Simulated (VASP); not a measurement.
Here is a VASP 6.6.1 calculation.

The input INCAR:

```
PREC = Accurate
ENCUT = 520
EDIFF = 1E-7
ISMEAR = -1
SIGMA = 0.1
LREAL = False
LASPH = True
NELM = 100
ALGO = Normal
ISIF = 2
LWAVE = False
LCHARG = False
GGA = RE
NBANDS = 26
```

The input KPOINTS:

```
Automatic mesh
0
Gamma
  16 16 5
```

Contents of POSCAR:

```
Co
1.0
    2.4954397650      0.0000000000      0.0000000000
   -1.2477198825      2.1611142301      0.0000000000
    0.0000000000      0.0000000000      8.1230229046
Co
4
Direct
    0.0000000000      0.0000000000      1.0000000000
    0.0000000000      0.0000000000      0.5000000000
    0.3333333333      0.6666666667      0.2500000000
    0.6666666667      0.3333333333      0.7500000000
```

Potentials or basis: VASP PAW PBE potentials, release 64 (Co).

Launch:

```bash
$ cat potpaw_PBE.64/Co/POTCAR > POTCAR
$ mpirun -np 1 vasp_std > vasp.out
```

(1) What does it give for the band gap on the k mesh?

(2) Estimate the pressure.

## Answers

(1) zero (band 18 reaches 10.50 eV, above the bottom of band 19 at 9.48 eV).

(2) -8.8 GPa.

Caveat: the PAW data sets were made with another functional, which shifts forces and pressure a little; the run has no spin polarisation, though such a crystal can be magnetic.
